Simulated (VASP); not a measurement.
Here is a VASP 6.6.1 calculation.

Contents of INCAR:

```
SYSTEM = HfB2
PREC = Accurate
ENCUT = 520
EDIFF = 1E-8
ISMEAR = -1
SIGMA = 0.03
LREAL = .FALSE.
LASPH = .TRUE.
NELM = 80
ALGO = Normal
ISIF = 2
LWAVE = .FALSE.
LCHARG = .FALSE.
GGA = PE
LEFG = .TRUE.
NBANDS = 15
```

File KPOINTS:

```
regular mesh
0
G
  15 15 12
  0 0 0
```

POSCAR

```
HfB2
1.0
    3.1400001005      0.0000000000      0.0000000000
   -1.5700000503      2.7193198549      0.0000000000
    0.0000000000      0.0000000000      3.4800000000
Hf B
1 2
Direct
    0.0000000000      0.0000000000      0.0000000000
    0.3333333333      0.6666666667      0.5000000000
    0.6666666667      0.3333333333      0.5000000000
```

Potentials or basis: VASP PAW PBE potentials, release 64 (Hf_pv, B).

Command:

```sh
$ cat potpaw_PBE.64/Hf_pv/POTCAR potpaw_PBE.64/B/POTCAR > POTCAR
$ mpirun -np 1 vasp_std > vasp.out
```

**Question.** Predict the pressure.

**Answer.** 1.0 GPa.

**Question.** What does it give for the band gap on the k mesh?

**Answer.** Zero (band 8 reaches 8.47 eV, above the bottom of band 9 at 7.43 eV).

Electric field gradients, principal values (V/Å²):
| atom | least | middle | greatest (by size) |
| --- | --- | --- | --- |
| 1 Hf | -38.615 | -38.615 | 77.230 |
| 2 B | -0.793 | -0.793 | 1.586 |
| 3 B | -0.793 | -0.793 | 1.586 |

Caveat: without QUAD_EFG the Cq values of the log hold for a quadrupole moment of 1 mb, not for the nuclei; spin-orbit coupling is left out, which moves the levels of the heavy elements.
